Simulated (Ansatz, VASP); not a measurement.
## LiH: VASP beside Ansatz

Contents of INCAR:

```
SYSTEM = LiH
  ALGO = Normal
  EDIFF = 1E-6
  EDIFFG = -0.01
  ENCUT = 600
  GGA = RE
  IBRION = 2
  ISIF = 3
  ISMEAR = 0
  IVDW = 12
  LASPH = .True.
  LCHARG = .False.
  LREAL = .False.
  LWAVE = .False.
  NELM = 60
  NSW = 80
  PREC = Accurate
  SIGMA = 0.01
```

File KPOINTS:

```
k-points
0
Gamma
  8 8 8
  0 0 0
```

File POSCAR:

```
LiH
1.0
    0.0000000000      2.0367500000      2.0367500000
    2.0367500000      0.0000000000      2.0367500000
    2.0367500000      2.0367500000      0.0000000000
Li H
1 1
Direct
    0.0000000000      0.0000000000      0.0000000000
    0.5000000000      0.5000000000      0.5000000000
```

Input for Ansatz:

```yaml
crystal:
  lattice:
    - [0.0, 2.03675, 2.03675]
    - [2.03675, 0.0, 2.03675]
    - [2.03675, 2.03675, 0.0]
  atoms:
    - { symbol: Li, position: [0.0, 0.0, 0.0] }
    - { symbol: H, position: [0.5, 0.5, 0.5] }
kpoints:
  mp_grid:
    grid: [8, 8, 8]
hamiltonian:
  xc: revpbe
  dispersion: d3bj
scf:
  occupations:
    method: fixed
relax:
  cell: {}
```

Alike in both runs: task relaxation of cell and atoms; functional revPBE; dispersion D3(BJ); k mesh 8 × 8 × 8; no spin polarisation.

|  | VASP | Ansatz |
| --- | --- | --- |
| version | VASP 6.6.1 | Ansatz 0.2.0 |
| potentials or method | VASP PAW PBE potentials, release 64 (Li_sv, H) | plane waves, PAW |
| plane-wave cutoff (eV) | 600 | 420 |
| occupations | gaussian, width 0.01 eV | fixed |
| valence electrons in the cell | 4 | 4 |

|  | VASP | Ansatz | Ansatz less VASP |
| --- | --- | --- | --- |
| relaxed volume (Å³/atom) | 6.79 | 6.85 | +0.058 |
| relaxed cell length with the largest relative difference (Å) | 2.678 | 2.686 | +0.0077 |

VASP's potentials were made for PBE, not for revPBE.

Noted on VASP's run: the cutoff is short for stress, so the pressure is rough; the volume moved by over 15 % at a fixed basis, so the end points are rough.
